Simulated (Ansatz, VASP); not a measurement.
# One calculation of Rh, two programs

```
Rh
1.0
     4.90838    0.00000    0.00000
     0.00000    4.90838    0.00000
     0.00000    0.00000    4.90838
Rh
8
Direct
  0.00000 0.00000 0.00000
  0.50000 0.50000 0.50000
  0.25000 0.00000 0.50000
  0.75000 0.00000 0.50000
  0.50000 0.25000 0.00000
  0.50000 0.75000 0.00000
  0.00000 0.50000 0.25000
  0.00000 0.50000 0.75000
```

Alike in both runs: functional revPBE; k mesh 6 × 6 × 6; occupations fermi-dirac, width 0.1 eV; no spin polarisation.

Ansatz relaxed the structure, and its values are those at the end. VASP's run is a single point on that final structure, the one shown.

|  | VASP | Ansatz |
| --- | --- | --- |
| version | VASP 6.6.1 | Ansatz 0.2.0 |
| potentials or method | VASP PAW PBE potentials, release 64 (Rh_pv), cutoff 520 eV | plane waves (420 eV) with PAW, scalar-relativistic |
| valence electrons in the cell | 120 | 136 |

Ansatz gave:

```
pressure (GPa) : 0.0
```

Estimate VASP's values.

pressure (GPa): 0.1.

VASP's potentials were made for PBE, not for revPBE. VASP's potentials hold 120 valence electrons a cell and Ansatz's 136, so a difference there can come from the potentials and not from the codes.
